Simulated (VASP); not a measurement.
# TiSe2 (P-3m1) in VASP: single point with PBE

Aim: the single point of TiSe2 with PBE.

Everything below comes from runs of VASP 6.6.1. Logs are shortened: lines on timing, memory, paths and dates and some standing lists are left out, and cuts for length are marked.

### Step 1. The cell of the first run

It takes space group P-3m1 (No. 164, trigonal). The conventional cell has a = 3.536 Å, b = 3.536 Å, c = 6.004 Å, α = 90.00°, β = 90.00°, γ = 120.00°. Ti (site symmetry -3m) has 6 Se at 2.55 Å within 3.4 Å. Se (site symmetry 3m) has 3 Ti at 2.55 Å within 3.4 Å.

### Step 2. Single point, PBE

File INCAR:

```
PREC = Accurate
ENCUT = 500
EDIFF = 1E-6
ISMEAR = -1
SIGMA = 0.1
LREAL = F
LASPH = T
NELM = 120
ALGO = Normal
ISIF = 2
LWAVE = F
LCHARG = F
GGA = PE
NBANDS = 19
GGA_COMPAT = F
```

File KPOINTS:

```
Automatic mesh
0
Gamma
  5 5 3
```

File POSCAR:

```
TiSe2
1.0
    3.5360000000      0.0000000000      0.0000000000
   -1.7680000000      3.0622660000      0.0000000000
    0.0000000000      0.0000000000      6.0040000000
Ti Se
1 2
Direct
    0.0000000000      0.0000000000      0.0000000000
    0.3333333333      0.6666666667      0.2552000000
    0.6666666667      0.3333333333      0.7448000000
```

Potentials or basis: VASP PAW PBE potentials, release 64 (Ti_sv, Se).

On the command line:

```
> cat potpaw_PBE.64/Ti_sv/POTCAR potpaw_PBE.64/Se/POTCAR > POTCAR
> mpirun -np 1 vasp_std > vasp.out
```

OUTCAR:

```text
PREC = Accurate
   ENCUT = 500
   EDIFF = 1E-6
   ISMEAR = -1
   LREAL = F
   LASPH = T
   NELM = 120
   ISIF = 2
   GGA = PE

 ion  position               nearest neighbor table
   1  0.000  0.000  0.000-   2 2.55   3 2.55   3 2.55   2 2.55   3 2.55   2 2.55
   2  0.333  0.667  0.255-   1 2.55   1 2.55   1 2.55
   3  0.667  0.333  0.745-   1 2.55   1 2.55   1 2.55

  LATTYP: Found a hexagonal cell.
 ALAT       =     3.5360000000
 C/A-ratio  =     1.6979638009

  Lattice vectors:

 A1 = (   3.5360000000,   0.0000000000,   0.0000000000)
 A2 = (  -1.7680000000,   3.0622660000,   0.0000000000)
 A3 = (   0.0000000000,   0.0000000000,   6.0040000000)

Analysis of symmetry for initial positions (statically):
=====================================================================
 Subroutine PRICEL returns:
 Original cell was already a primitive cell.

 Routine SETGRP: Setting up the symmetry group for a
 hexagonal supercell.

 Subroutine GETGRP returns: Found 12 space group operations
 (whereof 12 operations were pure point group operations)
 out of a pool of 24 trial point group operations.

The static configuration has the point symmetry D_3d.

Analysis of symmetry for dynamics (positions and initial velocities):
=====================================================================
 Subroutine PRICEL returns:
 Original cell was already a primitive cell.

 Routine SETGRP: Setting up the symmetry group for a
 hexagonal supercell.

 Subroutine GETGRP returns: Found 12 space group operations
 (whereof 12 operations were pure point group operations)
 out of a pool of 24 trial point group operations.

The dynamic configuration has the point symmetry D_3d.

 Subroutine INISYM returns: Found 12 space group operations
 (whereof 12 operations are pure point group operations),
 and found     1 'primitive' translations

----------------------------------------------------------------------------------------

                                     Primitive cell

  volume of cell :      65.0123

  direct lattice vectors                    reciprocal lattice vectors
     3.536000000  0.000000000  0.000000000     0.282805430  0.163277782  0.000000000
    -1.768000000  3.062266000  0.000000000     0.000000000  0.326555564  0.000000000
     0.000000000  0.000000000  6.004000000     0.000000000  0.000000000  0.166555630

  length of vectors
     3.536000000  3.536000149  6.004000000     0.326555578  0.326555564  0.166555630

  position of ions in fractional coordinates (direct lattice)
     0.000000000  0.000000000  0.000000000
     0.333333333  0.666666667  0.255200000
     0.666666667  0.333333333  0.744800000

  ion indices of the primitive-cell ions
   primitive index   ion index
                 1           1
                 2           2
                 3           3

----------------------------------------------------------------------------------------

 KPOINTS: Automatic mesh

Automatic generation of k-mesh.
 Grid dimensions read from file:
 generate k-points for:    5    5    3

 Generating k-lattice:

  Cartesian coordinates                     Fractional coordinates (reciprocal lattice)
     0.056561086  0.032655556  0.000000000     0.200000000  0.000000000  0.000000000
     0.000000000  0.065311113  0.000000000     0.000000000  0.200000000  0.000000000
     0.000000000  0.000000000  0.055518543     0.000000000  0.000000000  0.333333333

  Length of vectors
     0.065311116  0.065311113  0.055518543

  Shift w.r.t. Gamma in fractional coordinates (k-lattice)
     0.000000000  0.000000000  0.000000000

 Subroutine IBZKPT returns following result:
 ===========================================

 Found     12 irreducible k-points:

 Following reciprocal coordinates:
            Coordinates               Weight
  0.000000  0.000000  0.000000      1.000000
  0.200000 -0.000000  0.000000      6.000000
  0.400000 -0.000000  0.000000      6.000000
  0.200000  0.200000  0.000000      6.000000
  0.400000  0.200000  0.000000      6.000000
  0.000000  0.000000  0.333333      2.000000
  0.200000 -0.000000  0.333333      6.000000
  0.000000  0.200000  0.333333      6.000000
  0.400000 -0.000000  0.333333      6.000000
  0.000000  0.400000  0.333333      6.000000
  0.200000  0.200000  0.333333     12.000000
  0.400000  0.200000  0.333333     12.000000
   k-points           NKPTS =     12   k-points in BZ     NKDIM =     12   number of bands    NBANDS=     19
   number of dos      NEDOS =    301   number of ions     NIONS =      3
   total plane-waves  NPLWV =  37632
   dimension x,y,z NGX =    28 NGY =   28 NGZ =   48
   dimension x,y,z NGXF=    56 NGYF=   56 NGZF=   96
   ions per type =               1   2
   NGX,Y,Z   is equivalent  to a cutoff of  13.16, 13.16, 13.29 a.u.
   NGXF,Y,Z  is equivalent  to a cutoff of  26.33, 26.33, 26.58 a.u.
 SYSTEM =  unknown system
   PREC   = accura    normal or accurate (medium, high low for compatibility)
   ISTART =      0    job   : 0-new  1-cont  2-samecut
   ICHARG =      2    charge: 1-file 2-atom 10-const
   ISPIN  =      1    spin polarized calculation?
   LNONCOLLINEAR =      F non collinear calculations
   LSORBIT =      F    spin-orbit coupling
   LASPH  =      T    aspherical Exc in radial PAW
   ENCUT  =  500.0 eV  36.75 Ry    6.06 a.u.   6.45  6.45 10.95*2*pi/ulx,y,z
   NELM   =    120;   NELMIN=  2; NELMDL= -5     # of ELM steps
   EDIFF  = 0.1E-05   stopping-criterion for ELM
   LREAL  =      F    real-space projection
   EDIFFG = 0.1E-04   stopping-criterion for IOM
   NSW    =      0    number of steps for IOM
   IBRION =     -1    ionic relax: 0-MD 1-quasi-New 2-CG
   NFREE  =      0    steps in history (QN), initial steepest desc. (CG)
   ISIF   =      2    stress and relaxation
   ISYM   =      2    0-nonsym 1-usesym 2-fastsym
   POTIM  = 0.5000    time-step for ionic-motion
   TEBEG  =    0.0;   TEEND  =   0.0 temperature during run
   PSTRESS=    0.0 pullay stress
   NELECT =      24.0000    total number of electrons
   NUPDOWN=      -1.0000    fix difference up-down
   EMIN   =  10.00;   EMAX   =-10.00  energy-range for DOS
   EFERMI =   0.00;   METHOD = LEGACY
   ISMEAR =    -1;   SIGMA  =   0.10  broadening in eV -4-tet -1-fermi 0-gaus
   EFERMI_NEDOS =   21; number of points for ismear=-14 and -15
   IALGO  =     38    algorithm
   IMIX   =      4    mixing-type and parameters
     AMIX     =   0.40;   BMIX     =  1.00
     AMIX_MAG =   1.60;   BMIX_MAG =  1.00
  volume/ion in A,a.u.               =      21.67       146.24
  Fermi-wavevector in a.u.,A,eV,Ry     =   1.174393  2.219280 18.765127  1.379198
  Thomas-Fermi vector in A             =   2.310790
   LORBIT       =      0    0 simple, 1 ext, 2 COOP (PROOUT), +10 PAW based schemes
   GGA     = PE    functional components
   LHFCALC =     F    Hartree Fock is set to
   AEXX    =    0.0000 exact exchange contribution
   IVDW    =     0    specifies the selected vdW correction
   LEPSILON=     F    determine dielectric tensor
   LRPA    =     F    only Hartree local field effects (RPA)
 non-spin polarized calculation
  energy-cutoff  :      500.00
  volume of cell :       65.01
 maximum number of plane-waves:      1665
 NGX is ok and might be reduce to    28
   NGX = 13   NGY = 13   NGZ = 21

 number of electron      24.0000001 magnetization

 Free energy of the ion-electron system (eV)
  ---------------------------------------------------
  ext. energy  EPLUGINS =         0.00000000
  ---------------------------------------------------
  free energy    TOTEN  =       -18.15897682 eV

  energy without entropy =      -18.12181948  energy(sigma->0) =      -18.14039815

 E-fermi :   4.7957     XC(G=0):  -9.9981

 val. band max:        4.7291360271   @ k =   0.0000   0.4000   0.3333
 cond. band min:       4.9069315888   @ k =   0.4000  -0.0000   0.3333
 fundamental gap:      0.1777955617
 Fermi energy:         4.7957213631

 k-point     1 :       0.0000    0.0000    0.0000
  band No.  band energies     occupation
      1     -52.7880      2.00000
      2     -29.0196      2.00000
      3     -29.0030      2.00000
      4     -29.0030      2.00000
      5      -9.1661      2.00000
      6      -7.7396      2.00000
[... 11 lines left out ...]
     18      10.4448      0.00000
     19      10.6283      0.00000

 k-point     2 :       0.2000   -0.0000    0.0000
  band No.  band energies     occupation
      1     -52.7854      2.00000
      2     -29.0337      2.00000
      3     -29.0129      2.00000
      4     -29.0100      2.00000
      5      -8.7557      2.00000
      6      -7.6085      2.00000
[... 11 lines left out ...]
     18      11.8857      0.00000
     19      12.3185      0.00000

 k-point     3 :       0.4000   -0.0000    0.0000
  band No.  band energies     occupation
      1     -52.7812      2.00000
      2     -29.0829      2.00000
      3     -29.0212      2.00000
      4     -29.0021      2.00000
      5      -7.8703      2.00000
      6      -7.4465      2.00000
[... 11 lines left out ...]
     18      11.2490      0.00000
     19      11.6447      0.00000

 k-point     4 :       0.2000    0.2000    0.0000
  band No.  band energies     occupation
      1     -52.7820      2.00000
      2     -29.0654      2.00000
      3     -29.0273      2.00000
      4     -29.0042      2.00000
      5      -8.0989      2.00000
      6      -7.4428      2.00000
[... 143 lines left out ...]
     18      10.3633      0.00000
     19      10.9024      0.00000

 k-point    11 :       0.2000    0.2000    0.3333
  band No.  band energies     occupation
      1     -52.7820      2.00000
      2     -29.0654      2.00000
      3     -29.0273      2.00000
      4     -29.0042      2.00000
      5      -7.9483      2.00000
      6      -7.6172      2.00000
[... 11 lines left out ...]
     18      12.0029      0.00000
     19      12.4982      0.00000

 k-point    12 :       0.4000    0.2000    0.3333
  band No.  band energies     occupation
      1     -52.7799      2.00000
      2     -29.0804      2.00000
      3     -29.0423      2.00000
      4     -28.9989      2.00000
      5      -7.5294      2.00000
      6      -7.3962      2.00000
[... 11 lines left out ...]
     18      11.0886      0.00000
     19      12.3994      0.00000

------------------------ aborting loop because EDIFF is reached ----------------------------------------

  FORCE on cell =-STRESS in cart. coord.  units (eV):
  Direction    XX          YY          ZZ          XY          YZ          ZX
  --------------------------------------------------------------------------------------
  -------------------------------------------------------------------------------------
  Total        0.3698825      0.3698825      1.1805044      0.0000000      0.0000000      0.0000000
  in kB        9.1154582      9.1154592     29.0925859      0.0000000      0.0000000      0.0000000
  external PRESSURE =      15.7745011 kB  Pullay stress =       0.0000000 kB

 VOLUME and BASIS-vectors are now :
 -----------------------------------------------------------------------------
  energy-cutoff  :      500.00
  volume of cell :       65.01
      direct lattice vectors                 reciprocal lattice vectors
     3.536000000  0.000000000  0.000000000     0.282805430  0.163277782  0.000000000
    -1.768000000  3.062266000  0.000000000     0.000000000  0.326555564  0.000000000
     0.000000000  0.000000000  6.004000000     0.000000000  0.000000000  0.166555630

 POSITION                                       TOTAL-FORCE (eV/Angst)
 -----------------------------------------------------------------------------------
      0.00000      0.00000      0.00000         0.000000      0.000000     -0.000000
     -0.00000      2.04151      1.53222         0.000000      0.000000      0.140265
      1.76800      1.02076      4.47178        -0.000000     -0.000000     -0.140265
 -----------------------------------------------------------------------------------
    total drift:                                0.000000     -0.000000     -0.000000

  FREE ENERGIE OF THE ION-ELECTRON SYSTEM (eV)
  ---------------------------------------------------
  free  energy   TOTEN  =       -18.1589768153 eV

  energy  without entropy=      -18.1218194831  energy(sigma->0) =      -18.14039815
```

It took 20 s on 1 thread of Intel Xeon Platinum 8375C at 2.90GHz (Ice Lake), shared host; peak memory 0.18 GiB.

Results:

| Property | Result |
| --- | --- |
| Free energy | -18.1590 eV |
| Pressure | 1.6 GPa |
| Largest force | 0.140 eV/Å |
| Band gap on the k mesh | zero (bands 12 and 13 overlap by 0.53 eV) |

Forces on the atoms (eV/Å):
```
Ti   0.000  0.000  0.000
Se   0.000  0.000  0.140
Se   0.000  0.000 -0.140
```

Stress tensor (GPa, compression positive):
```
0.91 0.00 0.00
0.00 0.91 0.00
0.00 0.00 2.91
```

Caveat: the k points lie up to 0.41 Å⁻¹ apart, too coarse for converged energies and pressures of a metal; this functional lacks dispersion, which binds layers or chains, so the pressure and a relaxed spacing across them are unreliable.

The gap in the log of VASP goes by the Fermi energy; the results here count the filled bands.